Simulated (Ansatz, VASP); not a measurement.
**Two plane-wave programs on SrOs5**

```
Sr Os
1.0
     4.30439    0.00000    0.00000
    -2.15219    3.72771    0.00000
     0.00000    0.00000    6.85462
Sr Os
1 5
Direct
  0.00000 0.00000 0.50000
  0.33333 0.66667 0.76364
  0.33333 0.66667 0.23636
  0.66667 0.33333 0.23636
  0.66667 0.33333 0.76364
  0.00000 0.00000 0.00000
```

Alike in both runs: task single point; functional PBE; k mesh 6 × 6 × 4; occupations gaussian, width 0.1 eV; no spin polarisation.

|  | VASP | Ansatz |
| --- | --- | --- |
| version | VASP 6.6.1 | Ansatz 0.2.0 |
| potentials or method | VASP PAW PBE potentials, release 64 (Sr_sv, Os), cutoff 520 eV | scalar-relativistic, plane waves, PAW |
| valence electrons in the cell | 50 | 90 |

```tsv
	VASP	Ansatz	Ansatz less VASP
gap on the k mesh at the Fermi level (eV)	none	none	-
pressure (GPa)	-4.5	-4.3	+0.16
traceless stress, the component that is largest in VASP (GPa)	-1.59	-2.04	-0.444
rms of the force components (eV/Å)	1.079	1.075	-0.0045
```

Atom by atom the forces differ by 0.005 eV/Å (rms over components). A gap of «none» marks a metal or a gap that the smearing closes. VASP's potentials hold 50 valence electrons a cell and Ansatz's 90, so a difference there can come from the potentials and not from the codes.

Neither program's run includes spin-orbit coupling.
